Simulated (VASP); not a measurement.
# TePb (Fm-3m) in VASP: notebook

The runs below take TePb through single point, with RPBE+D3(BJ), PBE.

Everything below comes from runs of VASP 6.6.1. Logs are shortened: lines on timing, memory, paths and dates and some standing lists are left out, and cuts for length are marked.

### Step 1. The cell of the first run

The structure is cubic, space group Fm-3m (No. 225). The conventional cell has a = 6.542 Å, b = 6.542 Å, c = 6.542 Å, α = 90.00°, β = 90.00°, γ = 90.00°. Within 4.3 Å of Te (site symmetry m-3m) lie 6 Pb at 3.27 Å. Within 4.3 Å of Pb (site symmetry m-3m) lie 6 Te at 3.27 Å.

### Step 2. Single point, RPBE+D3(BJ)

Contents of INCAR:

```
PREC = Accurate
ENCUT = 500
EDIFF = 1E-6
ISMEAR = -5
SIGMA = 0.1
LREAL = False
LASPH = True
NELM = 120
ALGO = Normal
ISIF = 2
LWAVE = False
LCHARG = True
GGA = RP
IVDW = 12
LELF = True
LVHAR = True
NBANDS = 17
NELECT = 18.0
GGA_COMPAT = False
```

Contents of KPOINTS:

```
regular mesh
0
Gamma
  4 4 4
```

Contents of POSCAR:

```
TePb
1.0
    0.0000000000      3.2708968051      3.2708968051
    3.2708968051      0.0000000000      3.2708968051
    3.2708968051      3.2708968051      0.0000000000
Te Pb
1 1
Direct
    0.0000000000      0.0000000000      0.0000000000
    0.5000000000      0.5000000000      0.5000000000
```

Potentials or basis: VASP PAW PBE potentials, release 64 (Te, Pb_d).

Started as:

```
> cat potpaw_PBE.64/Te/POTCAR potpaw_PBE.64/Pb_d/POTCAR > POTCAR
> mpirun -np 1 vasp_std > vasp.out
```

OUTCAR:

```text
PREC = Accurate
   ENCUT = 500
   EDIFF = 1E-6
   ISMEAR = -5
   LREAL = False
   LASPH = True
   NELM = 120
   ISIF = 2
   GGA = RP
   IVDW = 12
   NELECT = 18.0
 IVDW          = 12

 ion  position               nearest neighbor table
   1  0.000  0.000  0.000-   2 3.27   2 3.27   2 3.27   2 3.27   2 3.27   2 3.27
   2  0.500  0.500  0.500-   1 3.27   1 3.27   1 3.27   1 3.27   1 3.27   1 3.27

  LATTYP: Found a face centered cubic cell.
 ALAT       =     6.5417936102

  Lattice vectors:

 A1 = (   0.0000000000,   3.2708968051,   3.2708968051)
 A2 = (   3.2708968051,   0.0000000000,   3.2708968051)
 A3 = (   3.2708968051,   3.2708968051,   0.0000000000)

Analysis of symmetry for initial positions (statically):
=====================================================================
 Subroutine PRICEL returns:
 Original cell was already a primitive cell.

 Routine SETGRP: Setting up the symmetry group for a
 face centered cubic supercell.

 Subroutine GETGRP returns: Found 48 space group operations
 (whereof 48 operations were pure point group operations)
 out of a pool of 48 trial point group operations.

The static configuration has the point symmetry O_h .

Analysis of symmetry for dynamics (positions and initial velocities):
=====================================================================
 Subroutine PRICEL returns:
 Original cell was already a primitive cell.

 Routine SETGRP: Setting up the symmetry group for a
 face centered cubic supercell.

 Subroutine GETGRP returns: Found 48 space group operations
 (whereof 48 operations were pure point group operations)
 out of a pool of 48 trial point group operations.

The dynamic configuration has the point symmetry O_h .

 Subroutine INISYM returns: Found 48 space group operations
 (whereof 48 operations are pure point group operations),
 and found     1 'primitive' translations

----------------------------------------------------------------------------------------

                                     Primitive cell

  volume of cell :      69.9891

  direct lattice vectors                    reciprocal lattice vectors
     0.000000000  3.270896805  3.270896805    -0.152863276  0.152863276  0.152863276
     3.270896805  0.000000000  3.270896805     0.152863276 -0.152863276  0.152863276
     3.270896805  3.270896805  0.000000000     0.152863276  0.152863276 -0.152863276

  length of vectors
     4.625746623  4.625746623  4.625746623     0.264766960  0.264766960  0.264766960

  position of ions in fractional coordinates (direct lattice)
     0.000000000  0.000000000  0.000000000
     0.500000000  0.500000000  0.500000000

  ion indices of the primitive-cell ions
   primitive index   ion index
                 1           1
                 2           2

----------------------------------------------------------------------------------------

 KPOINTS: regular mesh

Automatic generation of k-mesh.
 Grid dimensions read from file:
 generate k-points for:    4    4    4

 Generating k-lattice:

  Cartesian coordinates                     Fractional coordinates (reciprocal lattice)
    -0.038215819  0.038215819  0.038215819     0.250000000  0.000000000  0.000000000
     0.038215819 -0.038215819  0.038215819     0.000000000  0.250000000  0.000000000
     0.038215819  0.038215819 -0.038215819     0.000000000  0.000000000  0.250000000

  Length of vectors
     0.066191740  0.066191740  0.066191740

  Shift w.r.t. Gamma in fractional coordinates (k-lattice)
     0.000000000  0.000000000  0.000000000

 TETIRR: Found      9 inequivalent tetrahedra from      384

 Subroutine IBZKPT returns following result:
 ===========================================

 Found      8 irreducible k-points:

 Following reciprocal coordinates:
            Coordinates               Weight
  0.000000  0.000000  0.000000      1.000000
  0.250000  0.000000  0.000000      8.000000
  0.500000  0.000000  0.000000      4.000000
  0.250000  0.250000  0.000000      6.000000
  0.500000  0.250000  0.000000     24.000000
 -0.250000  0.250000  0.000000     12.000000
  0.500000  0.500000  0.000000      3.000000
 -0.250000  0.500000  0.250000      6.000000
   k-points           NKPTS =      8   k-points in BZ     NKDIM =      8   number of bands    NBANDS=     17
   number of dos      NEDOS =    301   number of ions     NIONS =      2
   total plane-waves  NPLWV =  46656
   dimension x,y,z NGX =    36 NGY =   36 NGZ =   36
   dimension x,y,z NGXF=    72 NGYF=   72 NGZF=   72
   ions per type =               1   1
   NGX,Y,Z   is equivalent  to a cutoff of  12.94, 12.94, 12.94 a.u.
   NGXF,Y,Z  is equivalent  to a cutoff of  25.88, 25.88, 25.88 a.u.
 SYSTEM =  unknown system
   PREC   = accura    normal or accurate (medium, high low for compatibility)
   ISTART =      0    job   : 0-new  1-cont  2-samecut
   ICHARG =      2    charge: 1-file 2-atom 10-const
   ISPIN  =      1    spin polarized calculation?
   LNONCOLLINEAR =      F non collinear calculations
   LSORBIT =      F    spin-orbit coupling
   LASPH  =      T    aspherical Exc in radial PAW
   ENCUT  =  500.0 eV  36.75 Ry    6.06 a.u.   8.43  8.43  8.43*2*pi/ulx,y,z
   NELM   =    120;   NELMIN=  2; NELMDL= -5     # of ELM steps
   EDIFF  = 0.1E-05   stopping-criterion for ELM
   LREAL  =      F    real-space projection
   EDIFFG = 0.1E-04   stopping-criterion for IOM
   NSW    =      0    number of steps for IOM
   IBRION =     -1    ionic relax: 0-MD 1-quasi-New 2-CG
   NFREE  =      0    steps in history (QN), initial steepest desc. (CG)
   ISIF   =      2    stress and relaxation
   ISYM   =      2    0-nonsym 1-usesym 2-fastsym
   POTIM  = 0.5000    time-step for ionic-motion
   TEBEG  =    0.0;   TEEND  =   0.0 temperature during run
   PSTRESS=    0.0 pullay stress
   NELECT =      18.0000    total number of electrons
   NUPDOWN=      -1.0000    fix difference up-down
   EMIN   =  10.00;   EMAX   =-10.00  energy-range for DOS
   EFERMI =   0.00;   METHOD = LEGACY
   ISMEAR =    -5;   SIGMA  =   0.10  broadening in eV -4-tet -1-fermi 0-gaus
   EFERMI_NEDOS =   21; number of points for ismear=-14 and -15
   IALGO  =     38    algorithm
   IMIX   =      4    mixing-type and parameters
     AMIX     =   0.40;   BMIX     =  1.00
     AMIX_MAG =   1.60;   BMIX_MAG =  1.00
  volume/ion in A,a.u.               =      34.99       236.15
  Fermi-wavevector in a.u.,A,eV,Ry     =   1.041091  1.967377 14.746962  1.083871
  Thomas-Fermi vector in A             =   2.175696
   LORBIT       =      0    0 simple, 1 ext, 2 COOP (PROOUT), +10 PAW based schemes
   GGA     = RP    functional components
   LHFCALC =     F    Hartree Fock is set to
   AEXX    =    0.0000 exact exchange contribution
   IVDW    =    12    specifies the selected vdW correction
   LEPSILON=     F    determine dielectric tensor
   LRPA    =     F    only Hartree local field effects (RPA)
 non-spin polarized calculation
 Fermi weights with tetrahedron method with Bloechl corrections
  energy-cutoff  :      500.00
  volume of cell :       69.99
 maximum number of plane-waves:      1812
 NGX is ok and might be reduce to    36
   NGX = 17   NGY = 17   NGZ = 17

 number of electron      18.0000001 magnetization

 Free energy of the ion-electron system (eV)
  ---------------------------------------------------
  ext. energy  EPLUGINS =         0.00000000
  ---------------------------------------------------
  free energy    TOTEN  =       -15.84733474 eV

  energy without entropy =      -15.84733474  energy(sigma->0) =      -15.84733474

 E-fermi :   3.9464     XC(G=0):  -8.1899

 val. band max:        4.2937505555   @ k =   0.5000   0.0000   0.0000
 cond. band min:       3.6996513644   @ k =   0.5000   0.2500   0.0000
 fundamental gap:     -0.5940991911
 Fermi energy:         3.9464128935

 k-point     1 :       0.0000    0.0000    0.0000
  band No.  band energies     occupation
      1     -11.2544      2.00000
      2     -11.2544      2.00000
      3     -11.2251      2.00000
      4     -11.2251      2.00000
      5     -11.2251      2.00000
      6      -6.5652      2.00000
[... 9 lines left out ...]
     16      12.0160      0.00000
     17      13.6463      0.00000

 k-point     2 :       0.2500    0.0000    0.0000
  band No.  band energies     occupation
      1     -11.2594      2.00000
      2     -11.2594      2.00000
      3     -11.2238      2.00000
      4     -11.2196      2.00000
      5     -11.2196      2.00000
      6      -6.1645      2.00000
[... 9 lines left out ...]
     16      13.0048      0.00000
     17      16.1675      0.00000

 k-point     3 :       0.5000    0.0000    0.0000
  band No.  band energies     occupation
      1     -11.2651      2.00000
      2     -11.2651      2.00000
      3     -11.2226      2.00000
      4     -11.2135      2.00000
      5     -11.2135      2.00000
      6      -5.5802      2.00000
[... 9 lines left out ...]
     16      15.0361      0.00000
     17      15.2774      0.00000

 k-point     4 :       0.2500    0.2500    0.0000
  band No.  band energies     occupation
      1     -11.2762      2.00000
      2     -11.2501      2.00000
      3     -11.2284      2.00000
      4     -11.2158      2.00000
      5     -11.2158      2.00000
      6      -6.0370      2.00000
[... 9 lines left out ...]
     16      14.3961      0.00000
     17      14.3965      0.00000

 k-point     5 :       0.5000    0.2500    0.0000
  band No.  band energies     occupation
      1     -11.2863      2.00000
      2     -11.2552      2.00000
      3     -11.2248      2.00000
      4     -11.2126      2.00000
      5     -11.2100      2.00000
      6      -5.4776      2.00000
[... 9 lines left out ...]
     16      15.5349      0.00000
     17      16.3809      0.00000

 k-point     6 :      -0.2500    0.2500    0.0000
  band No.  band energies     occupation
      1     -11.2700      2.00000
      2     -11.2633      2.00000
      3     -11.2198      2.00000
      4     -11.2166      2.00000
      5     -11.2151      2.00000
      6      -5.6556      2.00000
[... 9 lines left out ...]
     16      14.6603      0.00000
     17      15.2359      0.00000

 k-point     7 :       0.5000    0.5000    0.0000
  band No.  band energies     occupation
      1     -11.3084      2.00000
      2     -11.2459      2.00000
      3     -11.2317      2.00000
      4     -11.2057      2.00000
      5     -11.2057      2.00000
      6      -5.3553      2.00000
[... 9 lines left out ...]
     16      16.6632      0.00000
     17      17.0434      0.00000

 k-point     8 :      -0.2500    0.5000    0.2500
  band No.  band energies     occupation
      1     -11.2928      2.00000
      2     -11.2562      2.00000
      3     -11.2191      2.00000
      4     -11.2191      2.00000
      5     -11.2057      2.00000
      6      -5.2917      2.00000
[... 9 lines left out ...]
     16      16.4581      0.00000
     17      16.5866      0.00000

------------------------ aborting loop because EDIFF is reached ----------------------------------------

 Edisp (eV)   -3.60557

 E8    (eV) :    -2.4517

  FORCE on cell =-STRESS in cart. coord.  units (eV):
  Direction    XX          YY          ZZ          XY          YZ          ZX
  --------------------------------------------------------------------------------------
  -------------------------------------------------------------------------------------
  Total     -25.67633   -25.67633   -25.67633    -0.00000    -0.00000    -0.00000
  in kB    -587.77765  -587.77765  -587.77765    -0.00000    -0.00000    -0.00000
  external pressure =     -587.78 kB  Pullay stress =        0.00 kB

 VOLUME and BASIS-vectors are now :
 -----------------------------------------------------------------------------
  energy-cutoff  :      500.00
  volume of cell :       69.99
      direct lattice vectors                 reciprocal lattice vectors
     0.000000000  3.270896805  3.270896805    -0.152863276  0.152863276  0.152863276
     3.270896805  0.000000000  3.270896805     0.152863276 -0.152863276  0.152863276
     3.270896805  3.270896805  0.000000000     0.152863276  0.152863276 -0.152863276

 POSITION                                       TOTAL-FORCE (eV/Angst)
 -----------------------------------------------------------------------------------
      0.00000      0.00000      0.00000        -0.000000     -0.000000      0.000000
      3.27090      3.27090      3.27090         0.000000      0.000000     -0.000000
 -----------------------------------------------------------------------------------
    total drift:                                0.000000      0.000000      0.000000

  FREE ENERGIE OF THE ION-ELECTRON SYSTEM (eV)
  ---------------------------------------------------
  free  energy   TOTEN  =       -19.4529009157 eV

  energy  without entropy=      -19.4529009157  energy(sigma->0) =      -19.45290092
```

It took 12 s on 1 thread of Intel Xeon 6975P-C (Granite Rapids), shared host; peak memory 0.21 GiB.

Results:

| Item | Value |
| --- | --- |
| Free energy | -19.4529 eV |
| Dispersion energy per atom | -1.803 eV |

Levels at points of the mesh, in eV from the Fermi level:
```
           k point  band 7  band 8  band 9  band 10  band 11  band 12
(0.00, 0.00, 0.00)   -4.29   -0.02   -0.02    -0.02     5.87     5.87
(0.50, 0.00, 0.00)   -6.58    0.35    0.35     1.35     2.95     3.34
(0.50, 0.50, 0.00)   -5.53   -2.48   -1.14    -1.14     6.02     6.92
```

Caveat: the k points lie up to 0.42 Å⁻¹ apart; the cell carries a net charge on a neutralising background, which shifts energy and pressure; the cell is charged against a uniform background, so pressure and absolute levels hang on convention; the PAW data sets were made with another functional, which shifts forces and pressure a little; spin-orbit coupling is left out, which moves the levels of the heavy elements; pairwise dispersion overbinds metals, which lowers pressure and volume; tetrahedron occupations give inexact forces and stress in metals.

### Step 3. Single point, PBE

Contents of INCAR:

```
SYSTEM = TePb
ALGO     = Normal         ! electronic algorithm
EDIFF    = 1E-6           ! SCF threshold, eV
ENCUT    = 500            ! plane-wave cutoff, eV
GGA      = PE             ! functional
GGA_COMPAT= .FALSE.      
ISIF     = 2              ! what is computed and relaxed
ISMEAR   = 0              ! smearing method
LASPH    = .TRUE.         ! aspherical terms in the spheres
LCHARG   = .FALSE.        ! write CHGCAR
LREAL    = .FALSE.        ! projectors in reciprocal space
LWAVE    = .FALSE.        ! write WAVECAR
NBANDS   = 17             ! bands
NELM     = 120            ! most SCF steps
PREC     = Accurate       ! precision mode
SIGMA    = 0.01           ! smearing width, eV
```

Contents of KPOINTS:

```
k-points
0
G
  4 4 4
  0 0 0
```

POSCAR is that of step 2.

Potentials or basis: VASP PAW PBE potentials, release 64 (Te, Pb_d).

Started as:

```
> cat potpaw_PBE.64/Te/POTCAR potpaw_PBE.64/Pb_d/POTCAR > POTCAR
> mpirun -np 1 vasp_std > vasp.out
```

Run time: 10 s. Hardware: 1 thread of Intel Xeon 6975P-C (Granite Rapids), shared host; peak memory 0.2 GiB.

Results (log left out):

| Property | Result |
| --- | --- |
| Free energy | -7.5143 eV |
| Pressure | 0.4 GPa |
| Band gap on the k mesh | 0.81 eV, direct |

Levels at points of the mesh, in eV from the valence-band top:
```
           k point  band 7  band 8  band 9  band 10  band 11  band 12  band 13  band 14
(0.00, 0.00, 0.00)   -5.68   -1.20   -1.20    -1.20     4.04     4.04     4.04     5.89
(0.50, 0.00, 0.00)   -8.39   -0.77   -0.77     0.00     0.81     1.37     1.37     8.35
(0.50, 0.50, 0.00)   -7.23   -4.21   -2.58    -2.58     3.45     5.35     5.35     6.50
```

Caveat: spin-orbit coupling is left out, which moves the levels of the heavy elements.
